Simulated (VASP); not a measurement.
# Ti (P6_3/mmc) in VASP: single point with r2SCAN

Aim: the single point of Ti with r2SCAN.

All numbers are computed with VASP 6.6.1; they aren't measurements. Logs are shortened: lines on timing, memory, paths and dates and some standing lists are left out, and cuts for length are marked.

**1. The cell of the first run**

The structure is hexagonal, space group P6_3/mmc (No. 194). The conventional cell has a = 2.970 Å, b = 2.970 Å, c = 4.717 Å, α = 90.00°, β = 90.00°, γ = 120.00°. Ti (site symmetry -6m2) has 12 Ti at 2.92 to 2.97 Å within 3.8 Å.

**2. Single point, r2SCAN**

Input file POSCAR:

```
Ti
1.0
    1.4848470000      2.5718260000      0.0000000000
   -1.4848470000      2.5718260000      0.0000000000
    0.0000000000      0.0000000000      4.7172850000
Ti
2
Direct
    0.3333300000      0.3333400000      0.2500000000
    0.6666600000      0.6666700000      0.7500000000
```

Input file INCAR.step1:

```
SYSTEM = Ti
PREC = Accurate
ENCUT = 520
ISMEAR = -1
SIGMA = 0.0217
LREAL = .False.
LASPH = .True.
NELM = 80
NBANDS = 19
GGA = PE
ALGO = Normal
EDIFF = 1E-4
LWAVE = .True.
LCHARG = .False.
```

Input file INCAR.step2:

```
SYSTEM = Ti
PREC = Accurate
ENCUT = 520
EDIFF = 1E-6
ISMEAR = -1
SIGMA = 0.0217
LREAL = .False.
LASPH = .True.
NELM = 80
ALGO = Normal
ISIF = 2
LWAVE = .False.
LCHARG = .True.
METAGGA = R2SCAN
LMIXTAU = .True.
LELF = .True.
LVHAR = .True.
NBANDS = 19
ISTART = 1
```

Input file KPOINTS:

```
Automatic mesh
0
Gamma
  13 13 7
  0 0 0
```

Potentials or basis: VASP PAW PBE potentials, release 64 (Ti_sv).

Started as:

```bash
$ cat potpaw_PBE.64/Ti_sv/POTCAR > POTCAR
$ cp INCAR.step1 INCAR
$ mpirun -np 1 vasp_std > vasp.out
$ cp INCAR.step2 INCAR
$ mpirun -np 1 vasp_std > vasp.out
```

OUTCAR:

```text
SYSTEM = Ti
   PREC = Accurate
   ENCUT = 520
   EDIFF = 1E-6
   ISMEAR = -1
   LREAL = .False.
   LASPH = .True.
   NELM = 80
   ISIF = 2
   METAGGA = R2SCAN
   ISTART = 1

 ion  position               nearest neighbor table
   1  0.333  0.333  0.250-   2 2.92   2 2.92   2 2.92   2 2.92   2 2.92   2 2.92
   2  0.667  0.667  0.750-   1 2.92   1 2.92   1 2.92   1 2.92   1 2.92   1 2.92

  LATTYP: Found a hexagonal cell.
 ALAT       =     2.9696901501
 C/A-ratio  =     1.5884771682

  Lattice vectors:

 A1 = (   1.4848470000,  -2.5718260000,   0.0000000000)
 A2 = (   1.4848470000,   2.5718260000,   0.0000000000)
 A3 = (   0.0000000000,   0.0000000000,   4.7172850000)

Analysis of symmetry for initial positions (statically):
=====================================================================
 Subroutine PRICEL returns:
 Original cell was already a primitive cell.

 Routine SETGRP: Setting up the symmetry group for a
 hexagonal supercell.

 Subroutine GETGRP returns: Found  8 space group operations
 (whereof  2 operations were pure point group operations)
 out of a pool of 24 trial point group operations.

The static configuration has the point symmetry C_2 .
 The point group associated with its full space group is D_2h.

Analysis of symmetry for dynamics (positions and initial velocities):
=====================================================================
 Subroutine PRICEL returns:
 Original cell was already a primitive cell.

 Routine SETGRP: Setting up the symmetry group for a
 hexagonal supercell.

 Subroutine GETGRP returns: Found  8 space group operations
 (whereof  2 operations were pure point group operations)
 out of a pool of 24 trial point group operations.

The dynamic configuration has the point symmetry C_2 .
 The point group associated with its full space group is D_2h.

 Subroutine INISYM returns: Found  8 space group operations
 (whereof  2 operations are pure point group operations),
 and found     1 'primitive' translations

----------------------------------------------------------------------------------------

                                     Primitive cell

  volume of cell :      36.0284

  direct lattice vectors                    reciprocal lattice vectors
     1.484847000  2.571826000  0.000000000     0.336735031  0.194414397  0.000000000
    -1.484847000  2.571826000  0.000000000    -0.336735031  0.194414397  0.000000000
[... 83 lines left out ...]
   ENCUT  =  520.0 eV  38.22 Ry    6.18 a.u.   5.52  5.52  8.77*2*pi/ulx,y,z
   NELM   =     80;   NELMIN=  2; NELMDL=  0     # of ELM steps
   EDIFF  = 0.1E-05   stopping-criterion for ELM
   LREAL  =      F    real-space projection
   EDIFFG = 0.1E-04   stopping-criterion for IOM
   NSW    =      0    number of steps for IOM
   IBRION =     -1    ionic relax: 0-MD 1-quasi-New 2-CG
   NFREE  =      0    steps in history (QN), initial steepest desc. (CG)
   ISIF   =      2    stress and relaxation
   ISYM   =      2    0-nonsym 1-usesym 2-fastsym
   POTIM  = 0.5000    time-step for ionic-motion
   TEBEG  =    0.0;   TEEND  =   0.0 temperature during run
   PSTRESS=    0.0 pullay stress
   NELECT =      24.0000    total number of electrons
   NUPDOWN=      -1.0000    fix difference up-down
   EMIN   =  10.00;   EMAX   =-10.00  energy-range for DOS
   EFERMI =   0.00;   METHOD = LEGACY
   ISMEAR =    -1;   SIGMA  =   0.02  broadening in eV -4-tet -1-fermi 0-gaus
   EFERMI_NEDOS =   21; number of points for ismear=-14 and -15
   IALGO  =     38    algorithm
   IMIX   =      4    mixing-type and parameters
     AMIX     =   0.40;   BMIX     =  1.00
     AMIX_MAG =   1.60;   BMIX_MAG =  1.00
  volume/ion in A,a.u.               =      18.01       121.57
  Fermi-wavevector in a.u.,A,eV,Ry     =   1.429761  2.701857 27.813254  2.044217
  Thomas-Fermi vector in A             =   2.549680
   LORBIT       =      0    0 simple, 1 ext, 2 COOP (PROOUT), +10 PAW based schemes
   METAGGA = R2SCAN    functional components
   LHFCALC =     F    Hartree Fock is set to
   AEXX    =    0.0000 exact exchange contribution
   IVDW    =     0    specifies the selected vdW correction
   LEPSILON=     F    determine dielectric tensor
   LRPA    =     F    only Hartree local field effects (RPA)
 non-spin polarized calculation
  energy-cutoff  :      520.00
  volume of cell :       36.03
 maximum number of plane-waves:      1002
 NGX is ok and might be reduce to    24
   NGX = 11   NGY = 11   NGZ = 17

 number of electron      24.0000001 magnetization

 Free energy of the ion-electron system (eV)
  ---------------------------------------------------
  ext. energy  EPLUGINS =         0.00000000
  ---------------------------------------------------
  free energy    TOTEN  =       -25.88578089 eV

  energy without entropy =      -25.88283065  energy(sigma->0) =      -25.88430577

 E-fermi :   8.0189     XC(G=0): -12.2106

 val. band max:        8.0151271570   @ k =   0.3846  -0.3846   0.2857
 cond. band min:       8.0198711835   @ k =  -0.3077   0.3077   0.2857
 fundamental gap:      0.0047440265
 Fermi energy:         8.0188888781

 k-point     1 :       0.0000    0.0000    0.0000
  band No.  band energies     occupation
      1     -51.2983      2.00000
      2     -51.1758      2.00000
      3     -26.8168      2.00000
      4     -26.2157      2.00000
      5     -26.2156      2.00000
      6     -26.1666      2.00000
[... 505 lines left out ...]
      6     -26.3273      2.00000
[... 11 lines left out ...]
     18      11.2415      0.00000
     19      11.5738      0.00000

 [... further k-points ...]

------------------------ aborting loop because EDIFF is reached ----------------------------------------

  FORCE on cell =-STRESS in cart. coord.  units (eV):
  Direction    XX          YY          ZZ          XY          YZ          ZX
  --------------------------------------------------------------------------------------
  -------------------------------------------------------------------------------------
  Total       -0.8712826     -0.8711226     -0.9916980      0.0000000      0.0000000      0.0000000
  in kB      -38.7457636    -38.7386464    -44.1006130      0.0000000      0.0000000      0.0000000
  external PRESSURE =     -40.5283410 kB  Pullay stress =       0.0000000 kB

 VOLUME and BASIS-vectors are now :
 -----------------------------------------------------------------------------
  energy-cutoff  :      520.00
  volume of cell :       36.03
      direct lattice vectors                 reciprocal lattice vectors
     1.484847000  2.571826000  0.000000000     0.336735031  0.194414397  0.000000000
    -1.484847000  2.571826000  0.000000000    -0.336735031  0.194414397  0.000000000
     0.000000000  0.000000000  4.717285000     0.000000000  0.000000000  0.211986344

 POSITION                                       TOTAL-FORCE (eV/Angst)
 -----------------------------------------------------------------------------------
     -0.00001      1.71456      1.17932         0.000000     -0.000058      0.000000
     -0.00001      3.42909      3.53796         0.000000      0.000058      0.000000
 -----------------------------------------------------------------------------------
    total drift:                                0.000000      0.000000     -0.000000

  FREE ENERGIE OF THE ION-ELECTRON SYSTEM (eV)
  ---------------------------------------------------
  free  energy   TOTEN  =       -25.8857808883 eV

  energy  without entropy=      -25.8828306459  energy(sigma->0) =      -25.88430577
```

OUTCAR.step1:

```text
SYSTEM = Ti
   PREC = Accurate
   ENCUT = 520
   ISMEAR = -1
   LREAL = .False.
   LASPH = .True.
[... 752 lines left out ...]
     -0.00001      1.71456      1.17932         0.000000     -0.000005     -0.000000
     -0.00001      3.42909      3.53796         0.000000      0.000005      0.000000
 -----------------------------------------------------------------------------------
    total drift:                                0.000000      0.000000     -0.000000

  FREE ENERGIE OF THE ION-ELECTRON SYSTEM (eV)
  ---------------------------------------------------
  free  energy   TOTEN  =       -15.6563279732 eV

  energy  without entropy=      -15.6527922519  energy(sigma->0) =      -15.65456011
```

Run time: 13 min. Hardware: 1 thread of AMD EPYC 7R13, shared host; peak memory 0.22 GiB.

What came out:

| Property | Result |
| --- | --- |
| Free energy | -25.8858 eV |
| Pressure | -4.1 GPa |
| Band gap on the k mesh | zero (bands 12 and 13 overlap by 1.23 eV) |

Levels at points of the mesh, in eV from the Fermi level:
```
           k point  band 9  band 10  band 11  band 12  band 13  band 14  band 15  band 16
(0.00, 0.00, 0.00)   -6.54    -2.78     0.43     0.84     0.84     0.91     1.34     1.34
```

Caveat: the cell stands under tension; the PAW data sets were made with another functional, which shifts forces and pressure a little.
